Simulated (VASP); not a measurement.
# SiC (Moissanite 3C) (F-43m) in VASP: single point with PBE

Aim: the single point of SiC (Moissanite 3C) with PBE.

Everything below comes from runs of VASP 6.6.1. Logs are shortened: lines on timing, memory, paths and dates and some standing lists are left out, and cuts for length are marked.

## (1) The cell of the first run

Symmetry: F-43m, No. 216, cubic system. The conventional cell has a = 4.358 Å, b = 4.358 Å, c = 4.358 Å, α = 90.00°, β = 90.00°, γ = 90.00°. Within 2.5 Å of Si (site symmetry -43m) lie 4 C at 1.89 Å. Within 2.5 Å of C (site symmetry -43m) lie 4 Si at 1.89 Å.

## (2) Single point, PBE

File INCAR:

```
SYSTEM = SiC
  ALGO = Normal
  EDIFF = 1E-6
  ENCUT = 600
  GGA = PE
  GGA_COMPAT = .FALSE.
  ISIF = 2
  ISMEAR = 0
  LASPH = .TRUE.
  LCHARG = .FALSE.
  LREAL = .FALSE.
  LWAVE = .FALSE.
  NBANDS = 11
  NELM = 120
  PREC = Accurate
  SIGMA = 0.01
```

File KPOINTS:

```
k-points
0
G
  6 6 6
  0 0 0
```

File POSCAR:

```
SiC
1.0
    3.0815710000      0.0000000000      0.0000000000
    1.5407855000      2.6687187696      0.0000000000
    1.5407855000      0.8895729232      2.5160921854
Si C
1 1
Direct
    0.0000000000      0.0000000000      0.0000000000
    0.2500000000      0.2500000000      0.2500000000
```

Potentials or basis: VASP PAW PBE potentials, release 64 (Si, C).

The run is started by

```bash
cat potpaw_PBE.64/Si/POTCAR potpaw_PBE.64/C/POTCAR > POTCAR
mpirun -np 1 vasp_std > vasp.out
```

OUTCAR:

```text
SYSTEM = SiC
   EDIFF = 1E-6
   ENCUT = 600
   GGA = PE
   ISIF = 2
   ISMEAR = 0
   LASPH = .TRUE.
   LREAL = .FALSE.
   NELM = 120
   PREC = Accurate

 ion  position               nearest neighbor table
   1  0.000  0.000  0.000-   2 1.89   2 1.89   2 1.89   2 1.89
   2  0.250  0.250  0.250-   1 1.89   1 1.89   1 1.89   1 1.89

  LATTYP: Found a face centered cubic cell.
 ALAT       =     4.3579995017

  Lattice vectors:

 A1 = (   3.0815710000,   0.0000000000,   0.0000000000)
 A2 = (   1.5407855000,   2.6687187696,   0.0000000000)
 A3 = (   1.5407855000,   0.8895729232,   2.5160921854)

Analysis of symmetry for initial positions (statically):
=====================================================================
 Subroutine PRICEL returns:
 Original cell was already a primitive cell.

 Routine SETGRP: Setting up the symmetry group for a
 face centered cubic supercell.

 Subroutine GETGRP returns: Found 24 space group operations
 (whereof 24 operations were pure point group operations)
 out of a pool of 48 trial point group operations.

The static configuration has the point symmetry T_d .

Analysis of symmetry for dynamics (positions and initial velocities):
=====================================================================
 Subroutine PRICEL returns:
 Original cell was already a primitive cell.

 Routine SETGRP: Setting up the symmetry group for a
 face centered cubic supercell.

 Subroutine GETGRP returns: Found 24 space group operations
 (whereof 24 operations were pure point group operations)
 out of a pool of 48 trial point group operations.

The dynamic configuration has the point symmetry T_d .

 Subroutine INISYM returns: Found 24 space group operations
 (whereof 24 operations are pure point group operations),
 and found     1 'primitive' translations

----------------------------------------------------------------------------------------

                                     Primitive cell

  volume of cell :      20.6920

  direct lattice vectors                    reciprocal lattice vectors
     3.081571000  0.000000000  0.000000000     0.324509804 -0.187355822 -0.132480573
     1.540785500  2.668718770  0.000000000     0.000000000  0.374711645 -0.132480573
     1.540785500  0.889572923  2.516092185     0.000000000  0.000000000  0.397441718

  length of vectors
     3.081571000  3.081571000  3.081571000     0.397441718  0.397441718  0.397441718

[... 71 lines left out ...]
   EDIFF  = 0.1E-05   stopping-criterion for ELM
   LREAL  =      F    real-space projection
[... 7 lines left out ...]
   TEBEG  =    0.0;   TEEND  =   0.0 temperature during run
   PSTRESS=    0.0 pullay stress
   NELECT =       8.0000    total number of electrons
   NUPDOWN=      -1.0000    fix difference up-down
   EMIN   =  10.00;   EMAX   =-10.00  energy-range for DOS
   EFERMI =   0.00;   METHOD = LEGACY
   ISMEAR =     0;   SIGMA  =   0.01  broadening in eV -4-tet -1-fermi 0-gaus
   EFERMI_NEDOS =   21; number of points for ismear=-14 and -15
   IALGO  =     38    algorithm
   IMIX   =      4    mixing-type and parameters
     AMIX     =   0.40;   BMIX     =  1.00
     AMIX_MAG =   1.60;   BMIX_MAG =  1.00
  volume/ion in A,a.u.               =      10.35        69.82
  Fermi-wavevector in a.u.,A,eV,Ry     =   1.192626  2.253737 19.352342  1.422357
  Thomas-Fermi vector in A             =   2.328660
   LORBIT       =      0    0 simple, 1 ext, 2 COOP (PROOUT), +10 PAW based schemes
   GGA     = PE    functional components
   LHFCALC =     F    Hartree Fock is set to
   AEXX    =    0.0000 exact exchange contribution
   IVDW    =     0    specifies the selected vdW correction
   LEPSILON=     F    determine dielectric tensor
   LRPA    =     F    only Hartree local field effects (RPA)
 non-spin polarized calculation
 Gauss-broadening in eV      SIGMA  =   0.01
  energy-cutoff  :      600.00
  volume of cell :       20.69
 maximum number of plane-waves:       701
 NGX is ok and might be reduce to    28
   NGX = 13   NGY = 13   NGZ = 13

 number of electron       8.0000000 magnetization

 Free energy of the ion-electron system (eV)
  ---------------------------------------------------
  ext. energy  EPLUGINS =         0.00000000
  ---------------------------------------------------
  free energy    TOTEN  =       -15.04848480 eV

  energy without entropy =      -15.04848480  energy(sigma->0) =      -15.04848480

 E-fermi :   8.1722     XC(G=0): -11.3542

 val. band max:        8.1138279627   @ k =   0.0000   0.0000   0.0000
 cond. band min:       9.4650468675   @ k =   0.5000   0.5000   0.0000
 fundamental gap:      1.3512189048
 Fermi energy:         8.1721767823

 k-point     1 :       0.0000    0.0000    0.0000
  band No.  band energies     occupation
      1      -7.2927      2.00000
      2       8.1138      2.00000
      3       8.1138      2.00000
      4       8.1138      2.00000
      5      14.3460      0.00000
      6      15.4154      0.00000
      7      15.4154      0.00000
      8      15.4154      0.00000
      9      22.6148      0.00000
     10      22.6148      0.00000
     11      24.5893      0.00000
[... 197 lines left out ...]
 k-point    16 :      -0.3333    0.5000    0.1667
  band No.  band energies     occupation
      1      -2.1040      2.00000
      2       0.8245      2.00000
      3       3.6060      2.00000
      4       3.7301      2.00000
      5      12.1025      0.00000
      6      15.2018      0.00000
      7      18.9435      0.00000
      8      20.3208      0.00000
      9      22.2934      0.00000
     10      25.8243      0.00000
     11      29.2530      0.00000

------------------------ aborting loop because EDIFF is reached ----------------------------------------

  FORCE on cell =-STRESS in cart. coord.  units (eV):
  Direction    XX          YY          ZZ          XY          YZ          ZX
  --------------------------------------------------------------------------------------
  -------------------------------------------------------------------------------------
  Total        0.4021810      0.4021810      0.4021810     -0.0000000      0.0000000     -0.0000000
  in kB       31.1408606     31.1408606     31.1408606     -0.0000000      0.0000000     -0.0000000
  external PRESSURE =      31.1408606 kB  Pullay stress =       0.0000000 kB

 VOLUME and BASIS-vectors are now :
 -----------------------------------------------------------------------------
  energy-cutoff  :      600.00
  volume of cell :       20.69
      direct lattice vectors                 reciprocal lattice vectors
     3.081571000  0.000000000  0.000000000     0.324509804 -0.187355822 -0.132480573
     1.540785500  2.668718770  0.000000000     0.000000000  0.374711645 -0.132480573
     1.540785500  0.889572923  2.516092185     0.000000000  0.000000000  0.397441718

 POSITION                                       TOTAL-FORCE (eV/Angst)
 -----------------------------------------------------------------------------------
      0.00000      0.00000      0.00000        -0.000000     -0.000000      0.000000
      1.54079      0.88957      0.62902         0.000000      0.000000     -0.000000
 -----------------------------------------------------------------------------------
    total drift:                               -0.000000     -0.000000     -0.000000

  FREE ENERGIE OF THE ION-ELECTRON SYSTEM (eV)
  ---------------------------------------------------
  free  energy   TOTEN  =       -15.0484847989 eV

  energy  without entropy=      -15.0484847989  energy(sigma->0) =      -15.04848480
```

OSZICAR:

```text
N       E                     dE             d eps       ncg     rms          rms(c)
DAV:   1     0.403875216824E+01    0.40388E+01   -0.42417E+03   360   0.696E+02
DAV:   2    -0.163556765634E+02   -0.20394E+02   -0.19047E+02   426   0.113E+02
DAV:   3    -0.169083818201E+02   -0.55271E+00   -0.55174E+00   433   0.162E+01
DAV:   4    -0.169103913736E+02   -0.20096E-02   -0.20095E-02   394   0.123E+00
DAV:   5    -0.169104007363E+02   -0.93627E-05   -0.93626E-05   424   0.783E-02    0.881E+00
DAV:   6    -0.151069004288E+02    0.18035E+01   -0.64647E+00   385   0.114E+01    0.389E+00
DAV:   7    -0.150560173545E+02    0.50883E-01   -0.38846E-01   427   0.355E+00    0.178E+00
DAV:   8    -0.150482433257E+02    0.77740E-02   -0.20404E-02   388   0.957E-01    0.166E-01
DAV:   9    -0.150483698588E+02   -0.12653E-03   -0.15549E-03   434   0.228E-01    0.113E-01
DAV:  10    -0.150484825370E+02   -0.11268E-03   -0.23685E-04   394   0.934E-02    0.250E-02
DAV:  11    -0.150484843851E+02   -0.18482E-05   -0.41505E-05   427   0.332E-02    0.662E-03
DAV:  12    -0.150484847989E+02   -0.41379E-06   -0.19041E-06   297   0.842E-03
   1 F= -.15048485E+02 E0= -.15048485E+02  d E =-.128258E-18
```

stdout:

```text
POSCAR found type information on POSCAR SiC
 POSCAR found :  2 types and       2 ions
 scaLAPACK will be used
 LDA part: xc-table for (Slater+PW92), standard interpolation
 POSCAR, INCAR and KPOINTS ok, starting setup
 FFT: planning ... GRIDC
 FFT: planning ... GRID_SOFT
 FFT: planning ... GRID
 WAVECAR not read
 entering main loop
```

Run time: 7.1 s. Hardware: 1 thread of AMD EPYC 9R45 (Zen 5), shared host; peak memory 0.11 GiB.

What came out:

```yaml
Free_energy: -15.0485 eV
Pressure: 3.1 GPa
Band_gap_on_the_k_mesh: 1.35 eV, indirect (least direct gap 4.54 eV)
```

A k mesh can miss the band edges. A hybrid or GW would open this gap; PBE tends to underestimate it.
